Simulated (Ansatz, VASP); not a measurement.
SiC: VASP beside Ansatz

File INCAR:

```
  PREC = Accurate
  ENCUT = 520
  EDIFF = 1E-7
  ISMEAR = 0
  SIGMA = 0.05
  LREAL = False
  LASPH = True
  NELM = 60
  ALGO = Normal
  ISIF = 2
  LWAVE = False
  LCHARG = False
  GGA = PE
  NBANDS = 36
```

Contents of KPOINTS:

```
Automatic mesh
0
Gamma
  10 10 2
```

Contents of POSCAR:

```
SiC
1.0
    2.1898640950     -2.1898640950      0.0000000000
    2.1898640950      0.0000000000     -2.1898640950
   11.3575325913     11.3575325913     11.3575325913
Si C
6 6
Direct
    1.0000000000      0.0000000000      0.3052593340
    0.3333333333      0.3333333333      0.1767182636
    0.6666666667      0.6666666667      0.4338004045
    1.0000000000      1.0000000000      0.6908825453
    0.3333333333      0.3333333333      0.5623414749
    0.6666666667      0.6666666667      0.0481771932
    0.6666666667      0.6666666667      0.3373946016
    0.0000000000      0.0000000000      0.2088535312
    0.3333333333      0.3333333333      0.4659356721
    0.6666666667      0.6666666667      0.7230178129
    0.0000000000      0.0000000000      0.5944767425
    0.3333333333      0.3333333333      0.0803124608
```

Input for Ansatz:

```yaml
crystal:
  lattice:
    - [2.189864095, -2.189864095, 0.0]
    - [2.189864095, 0.0, -2.189864095]
    - [11.3575325913, 11.3575325913, 11.3575325913]
  atoms:
    - { symbol: Si, position: [1.0, 0.0, 0.305259334] }
    - { symbol: Si, position: [0.3333333333, 0.3333333333, 0.1767182636] }
    - { symbol: Si, position: [0.6666666667, 0.6666666667, 0.4338004045] }
    - { symbol: Si, position: [1.0, 1.0, 0.6908825453] }
    - { symbol: Si, position: [0.3333333333, 0.3333333333, 0.5623414749] }
    - { symbol: Si, position: [0.6666666667, 0.6666666667, 0.0481771932] }
    - { symbol: C, position: [0.6666666667, 0.6666666667, 0.3373946016] }
    - { symbol: C, position: [0.0, 0.0, 0.2088535312] }
    - { symbol: C, position: [0.3333333333, 0.3333333333, 0.4659356721] }
    - { symbol: C, position: [0.6666666667, 0.6666666667, 0.7230178129] }
    - { symbol: C, position: [0.0, 0.0, 0.5944767425] }
    - { symbol: C, position: [0.3333333333, 0.3333333333, 0.0803124608] }
basis:
  ecutwfc: 420
kpoints:
  mp_grid: { grid: [10, 10, 2] }
hamiltonian:
  xc: pbe
scf:
  occupations: { method: gaussian, width: 0.05 }
output:
  forces: true
  stress: true
  eigenvalues: true
```

Alike in both runs: task single point; functional PBE; k mesh 10 × 10 × 2; occupations gaussian, width 0.05 eV; no spin polarisation.

|  | VASP | Ansatz |
| --- | --- | --- |
| version | VASP 6.6.1 | Ansatz 0.2.0 |
| potentials or method | VASP PAW PBE potentials, release 64 (Si, C), cutoff 520 eV | scalar-relativistic, plane waves, PAW |
| valence electrons in the cell | 48 | 48 |

```tsv
	VASP	Ansatz	Ansatz less VASP
gap on the k mesh at the Fermi level (eV)	none	none	-
pressure (GPa)	-0.3	-0.2	+0.04
traceless stress, the component that is largest in VASP (GPa)	-0.23	-0.20	+0.028
rms of the force components (eV/Å)	0.670	0.670	+0.0004
```

Atom by atom the forces differ by 0.003 eV/Å (rms over components). A gap of «none» marks a metal or a gap that the smearing closes.
